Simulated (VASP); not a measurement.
# PtSe2 (nod) (P-3m1) in VASP: a series of runs, part 2 of 2

VASP 6.6.1. The steps go on from the part before.

### 5 Relaxation of cell and atoms, PBEsol

This run uses another cell than the first one, of 23.22 Å³/atom, 1.169 times its volume.

INCAR reads:

```
SYSTEM = PtSe2
PREC = Accurate
ENCUT = 600
EDIFF = 1E-6
ISMEAR = 0
SIGMA = 0.02
LREAL = .FALSE.
LASPH = .TRUE.
NELM = 100
ALGO = Normal
ISIF = 3
LWAVE = .FALSE.
LCHARG = .FALSE.
GGA = PS
IBRION = 2
NSW = 100
EDIFFG = -0.002
```

KPOINTS reads:

```
Automatic mesh
0
G
  9 9 6
  0 0 0
```

POSCAR reads:

```
PtSe2
1.0
    3.7082278700      0.0000000000      0.0000000000
   -1.8541139300      3.2114195400      0.0000000000
    0.0000000000      0.0000000000      5.8486069200
Pt Se
1 2
Direct
    0.0000000000      0.0000000000      0.0000000000
    0.6666666700      0.3333333300      0.7796640600
    0.3333333300      0.6666666700      0.2203359400
```

Potentials or basis: VASP PAW PBE potentials, release 64 (Pt, Se).

On the command line:

```
$ cat potpaw_PBE.64/Pt/POTCAR potpaw_PBE.64/Se/POTCAR > POTCAR
$ mpirun -np 1 vasp_std > vasp.out
```

OUTCAR:

```text
SYSTEM = PtSe2
   PREC = Accurate
   ENCUT = 600
   EDIFF = 1E-6
   ISMEAR = 0
   LREAL = .FALSE.
   LASPH = .TRUE.
   NELM = 100
   ISIF = 3
   GGA = PS
   IBRION = 2
   NSW = 100
   EDIFFG = -0.002

 ion  position               nearest neighbor table
   1  0.000  0.000  0.000-   2 2.50   3 2.50   3 2.50   2 2.50   2 2.50   3 2.50
   2  0.667  0.333  0.780-   1 2.50   1 2.50   1 2.50
   3  0.333  0.667  0.220-   1 2.50   1 2.50   1 2.50

  LATTYP: Found a hexagonal cell.
 ALAT       =     3.7082278700
 C/A-ratio  =     1.5771972826

  Lattice vectors:

 A1 = (   3.7082278700,   0.0000000000,   0.0000000000)
 A2 = (  -1.8541139300,   3.2114195400,   0.0000000000)
 A3 = (   0.0000000000,   0.0000000000,   5.8486069200)

Analysis of symmetry for initial positions (statically):
=====================================================================
 Subroutine PRICEL returns:
 Original cell was already a primitive cell.

 Routine SETGRP: Setting up the symmetry group for a
 hexagonal supercell.

 Subroutine GETGRP returns: Found 12 space group operations
 (whereof 12 operations were pure point group operations)
 out of a pool of 24 trial point group operations.

The static configuration has the point symmetry D_3d.

Analysis of symmetry for dynamics (positions and initial velocities):
=====================================================================
 Subroutine PRICEL returns:
 Original cell was already a primitive cell.

 Routine SETGRP: Setting up the symmetry group for a
 hexagonal supercell.

 Subroutine GETGRP returns: Found 12 space group operations
 (whereof 12 operations were pure point group operations)
 out of a pool of 24 trial point group operations.

The dynamic configuration has the point symmetry D_3d.

 Subroutine INISYM returns: Found 12 space group operations
 (whereof 12 operations are pure point group operations),
 and found     1 'primitive' translations

----------------------------------------------------------------------------------------

                                     Primitive cell

  volume of cell :      69.6492

  direct lattice vectors                    reciprocal lattice vectors
     3.708227870  0.000000000  0.000000000     0.269670591  0.155694388  0.000000000
    -1.854113930  3.211419540  0.000000000     0.000000000  0.311388776  0.000000000
     0.000000000  0.000000000  5.848606920     0.000000000  0.000000000  0.170980887

  length of vectors
     3.708227870  3.708227869  5.848606920     0.311388776  0.311388776  0.170980887

  position of ions in fractional coordinates (direct lattice)
     0.000000000  0.000000000  0.000000000
     0.666666670  0.333333330  0.779664060
     0.333333330  0.666666670  0.220335940

  ion indices of the primitive-cell ions
   primitive index   ion index
                 1           1
                 2           2
                 3           3

----------------------------------------------------------------------------------------

 KPOINTS: Automatic mesh

Automatic generation of k-mesh.
 Grid dimensions read from file:
 generate k-points for:    9    9    6

 Generating k-lattice:

  Cartesian coordinates                     Fractional coordinates (reciprocal lattice)
     0.029963399  0.017299376  0.000000000     0.111111111  0.000000000  0.000000000
     0.000000000  0.034598753  0.000000000     0.000000000  0.111111111  0.000000000
     0.000000000  0.000000000  0.028496815     0.000000000  0.000000000  0.166666667

  Length of vectors
     0.034598753  0.034598753  0.028496815

  Shift w.r.t. Gamma in fractional coordinates (k-lattice)
     0.000000000  0.000000000  0.000000000

 Subroutine IBZKPT returns following result:
 ===========================================

 Found     62 irreducible k-points:

 Following reciprocal coordinates:
            Coordinates               Weight
  0.000000  0.000000  0.000000      1.000000
  0.111111  0.000000  0.000000      6.000000
  0.222222 -0.000000  0.000000      6.000000
  0.333333  0.000000  0.000000      6.000000
  0.444444 -0.000000  0.000000      6.000000
  0.111111  0.111111  0.000000      6.000000
[... 16 lines left out ...]
  0.222222  0.111111  0.166667     12.000000
 -0.111111  0.333333  0.166667     12.000000
 [... further k-points ...]
   k-points           NKPTS =     62   k-points in BZ     NKDIM =     62   number of bands    NBANDS=     15
   number of dos      NEDOS =    301   number of ions     NIONS =      3
   total plane-waves  NPLWV =  43200
   dimension x,y,z NGX =    30 NGY =   30 NGZ =   48
   dimension x,y,z NGXF=    60 NGYF=   60 NGZF=   96
   ions per type =               1   2
   NGX,Y,Z   is equivalent  to a cutoff of  13.45, 13.45, 13.64 a.u.
   NGXF,Y,Z  is equivalent  to a cutoff of  26.90, 26.90, 27.29 a.u.
 SYSTEM =  PtSe2
   PREC   = accura    normal or accurate (medium, high low for compatibility)
   ISTART =      0    job   : 0-new  1-cont  2-samecut
   ICHARG =      2    charge: 1-file 2-atom 10-const
   ISPIN  =      1    spin polarized calculation?
   LNONCOLLINEAR =      F non collinear calculations
   LSORBIT =      F    spin-orbit coupling
   LASPH  =      T    aspherical Exc in radial PAW
   ENCUT  =  600.0 eV  44.10 Ry    6.64 a.u.   7.41  7.41 11.68*2*pi/ulx,y,z
   NELM   =    100;   NELMIN=  2; NELMDL= -5     # of ELM steps
   EDIFF  = 0.1E-05   stopping-criterion for ELM
   LREAL  =      F    real-space projection
   EDIFFG = -.2E-02   stopping-criterion for IOM
   NSW    =    100    number of steps for IOM
   IBRION =      2    ionic relax: 0-MD 1-quasi-New 2-CG
   NFREE  =      1    steps in history (QN), initial steepest desc. (CG)
   ISIF   =      3    stress and relaxation
   ISYM   =      2    0-nonsym 1-usesym 2-fastsym
   POTIM  = 0.5000    time-step for ionic-motion
   TEBEG  =    0.0;   TEEND  =   0.0 temperature during run
   PSTRESS=    0.0 pullay stress
   NELECT =      22.0000    total number of electrons
   NUPDOWN=      -1.0000    fix difference up-down
   EMIN   =  10.00;   EMAX   =-10.00  energy-range for DOS
   EFERMI =   0.00;   METHOD = LEGACY
   ISMEAR =     0;   SIGMA  =   0.02  broadening in eV -4-tet -1-fermi 0-gaus
   EFERMI_NEDOS =   21; number of points for ismear=-14 and -15
   IALGO  =     38    algorithm
   IMIX   =      4    mixing-type and parameters
     AMIX     =   0.40;   BMIX     =  1.00
     AMIX_MAG =   1.60;   BMIX_MAG =  1.00
  volume/ion in A,a.u.               =      23.22       156.67
  Fermi-wavevector in a.u.,A,eV,Ry     =   1.114920  2.106894 16.912680  1.243047
  Thomas-Fermi vector in A             =   2.251520
   LORBIT       =      0    0 simple, 1 ext, 2 COOP (PROOUT), +10 PAW based schemes
   GGA     = PS    functional components
   LHFCALC =     F    Hartree Fock is set to
   AEXX    =    0.0000 exact exchange contribution
   IVDW    =     0    specifies the selected vdW correction
   LEPSILON=     F    determine dielectric tensor
   LRPA    =     F    only Hartree local field effects (RPA)
 conjugate gradient relaxation of ions
 non-spin polarized calculation
 Gauss-broadening in eV      SIGMA  =   0.02
  energy-cutoff  :      600.00
  volume of cell :       69.65
 maximum number of plane-waves:      2388
 NGX is ok and might be reduce to    30
   NGX = 15   NGY = 15   NGZ = 23

--------------------------------------- Ionic step        1  -------------------------------------------

 number of electron      21.9999998 magnetization

 Free energy of the ion-electron system (eV)
  ---------------------------------------------------
  ext. energy  EPLUGINS =         0.00000000
  ---------------------------------------------------
  free energy    TOTEN  =       -15.83385715 eV

  energy without entropy =      -15.83385715  energy(sigma->0) =      -15.83385715

------------------------ aborting loop because EDIFF is reached ----------------------------------------

  FORCE on cell =-STRESS in cart. coord.  units (eV):
  Direction    XX          YY          ZZ          XY          YZ          ZX
  --------------------------------------------------------------------------------------
  -------------------------------------------------------------------------------------
  Total        0.1727343      0.1727343     -0.0833562      0.0000000      0.0000000      0.0000000
  in kB        3.9734997      3.9734997     -1.9174867      0.0000000      0.0000000      0.0000000
  external PRESSURE =       2.0098376 kB  Pullay stress =       0.0000000 kB
[... 965 lines left out ...]
      4      -1.0043      2.00000
      5      -0.5960      2.00000
      6      -0.1231      2.00000
      7       0.5607      2.00000
      8       1.6153      2.00000
      9       2.9945      2.00000
     10       3.0487      2.00000
     11       4.2848      2.00000
     12       5.3168      0.00000
     13       6.3326      0.00000
     14       9.7445      0.00000
     15      11.6259      0.00000

 [... further k-points ...]

[... ionic steps 4 to 43 ...]

--------------------------------------- Ionic step       44  -------------------------------------------

 number of electron      22.0000001 magnetization

------------------------ aborting loop because EDIFF is reached ----------------------------------------
[... 69 lines left out ...]
--------------------------------------- Ionic step       46  -------------------------------------------

 number of electron      22.0000001 magnetization

 Free energy of the ion-electron system (eV)
  ---------------------------------------------------
  ext. energy  EPLUGINS =         0.00000000
  ---------------------------------------------------
  free energy    TOTEN  =       -15.90547983 eV

  energy without entropy =      -15.90522377  energy(sigma->0) =      -15.90535180

 E-fermi :   6.5736     XC(G=0): -10.9519

 val. band max:        6.5361994607   @ k =   0.0000   0.0000   0.1667
 cond. band min:       6.5829501028   @ k =   0.0000   0.3333   0.3333
 fundamental gap:      0.0467506421
 Fermi energy:         6.5736114397
[... 462 lines left out ...]
  FREE ENERGIE OF THE ION-ELECTRON SYSTEM (eV)
  ---------------------------------------------------
  free  energy   TOTEN  =       -15.9054798344 eV

  energy  without entropy=      -15.9052237656  energy(sigma->0) =      -15.90535180

 reached required accuracy - stopping structural energy minimisation
```

Run time: 27 min. Hardware: 1 thread of Intel Xeon Platinum 8259CL at 2.50GHz (Skylake/Cascade Lake), shared host; peak memory 0.28 GiB.

Results:

```yaml
Free_energy: -15.9055 eV
Relaxed_volume: 19.88 Å³/atom
Relaxed_cell: a = 3.758 Å, b = 3.758 Å, c = 4.875 Å, α = 90.00°, β = 90.00°, γ = 120.00°
Space_group_after_relaxing_to_0.05_Å: P-3m1 (No. 164)
Energy_gained_by_relaxing: 23.9 meV/atom
Ionic_steps: 46
Pressure_after_relaxing: 0.0 GPa
Band_gap_on_the_k_mesh: zero (band 11 reaches 7.28 eV, above the bottom of band 12 at 6.51 eV)
```

Step by step:
| step | energy change (eV) | largest force (eV/Å) | pressure (GPa) | volume (Å³) |
| --- | --- | --- | --- | --- |
| 1 | 0.0000 | 0.1108 | 0.20 | 69.65 |
| 3 | -0.0008 | 0.0335 | -0.42 | 69.85 |
| 5 | -0.0054 | 0.0524 | -0.40 | 69.06 |
| 7 | -0.0276 | 0.1732 | 0.13 | 65.45 |
| 9 | 0.4176 | 0.0489 | 15.82 | 50.45 |
| 11 | 0.0605 | 0.9237 | 8.59 | 55.30 |
| 13 | 0.0137 | 0.9889 | 6.55 | 57.71 |
| 15 | 0.0099 | 0.9901 | 6.27 | 58.08 |
| 17 | 0.0093 | 0.9790 | 6.28 | 57.99 |
| 19 | 0.0076 | 0.9341 | 6.25 | 57.63 |
| 21 | 0.0075 | 0.8951 | 6.31 | 57.33 |
| 23 | 0.0032 | 0.8704 | 6.01 | 57.43 |
| 25 | -0.0142 | 0.7589 | 4.82 | 57.89 |
| 27 | -0.0511 | 0.3400 | 0.38 | 59.76 |
| 29 | -0.0541 | 0.2355 | -0.55 | 60.19 |
| 31 | -0.0649 | 0.1475 | -0.33 | 60.04 |
| 33 | -0.0715 | 0.0108 | 0.00 | 59.80 |
| 35 | -0.0715 | 0.0141 | -0.04 | 59.80 |
| 37 | -0.0716 | 0.0022 | -0.11 | 59.75 |
| 39 | -0.0716 | 0.0026 | -0.01 | 59.68 |
| 41 | -0.0716 | 0.0050 | 0.02 | 59.65 |
| 43 | -0.0716 | 0.0043 | 0.02 | 59.65 |
| 45 | -0.0716 | 0.0023 | 0.00 | 59.63 |
| 46 | -0.0716 | 0.0007 | 0.00 | 59.63 |

Final structure:
```xyz
3
Lattice="3.7583 0.0000 0.0000 -1.8792 3.2548 0.0000 0.0000 0.0000 4.8749" Properties=species:S:1:pos:R:3 pbc="T T T"
Pt    0.0000    0.0000    0.0000
Se    1.8792    1.0849    3.6036
Se    0.0000    2.1699    1.2713
```

Levels at points of the mesh, in eV from the Fermi level:
| k point | band 8 | band 9 | band 10 | band 11 | band 12 | band 13 | band 14 | band 15 |
| --- | --- | --- | --- | --- | --- | --- | --- | --- |
| (0.00, 0.00, 0.00) | -2.51 | -1.04 | -1.04 | 0.71 | 1.17 | 1.17 | 3.26 | 4.03 |
| (0.00, 0.00, 0.50) | -2.97 | -1.71 | -1.67 | -1.67 | 2.32 | 2.32 | 4.83 | 6.53 |

Caveat: the PAW data sets were made with another functional, which shifts forces and pressure a little; spin-orbit coupling is left out, which moves the levels of the heavy elements; this functional lacks dispersion, which binds the layers, so the pressure and a relaxed spacing across them are unreliable.

### 6 Overview

| task | cell | k mesh | cutoff (eV) | smearing | gap on the mesh (eV) | pressure (GPa) | relaxed volume (Å³/atom) | largest force (eV/Å) |
| --- | --- | --- | --- | --- | --- | --- | --- | --- |
| single point | a = 3.760, b = 3.760, c = 4.865 Å, angles 90.0, 90.0, 120.0°, 3 atoms | 15 × 15 × 10 | 520 | gaussian 0.1 eV | none | 0.1 | - | 0.01 |
| relaxation of cell and atoms | relaxed from a = 3.757, b = 3.757, c = 4.879 Å, angles 90.0, 90.0, 120.0°, 3 atoms | 15 × 15 × 10 | 600 | gaussian 0.1 eV | none | 0.0 | 19.86 | - |
| single point | a = 3.757, b = 3.757, c = 4.879 Å, angles 90.0, 90.0, 120.0°, 3 atoms | 9 × 9 × 6 | 520 | gaussian 0.02 eV | none | 0.1 | - | 0.01 |
| relaxation of cell and atoms | relaxed from a = 3.708, b = 3.708, c = 5.849 Å, angles 90.0, 90.0, 120.0°, 3 atoms | 9 × 9 × 6 | 600 | gaussian 0.02 eV | none | 0.0 | 19.88 | - |

Alike in all rows: level PBEsol; potentials or basis VASP PAW PBE potentials, release 64 (Pt, Se); no spin polarisation.

Caveats: the PAW data sets were made with another functional, which shifts forces and pressure a little; spin-orbit coupling is left out, which moves the levels of the heavy elements; this functional lacks dispersion, which binds the layers, so the pressure and a relaxed spacing across them are unreliable (some runs).

Absolute energies hang on the potentials; compare differences alone.
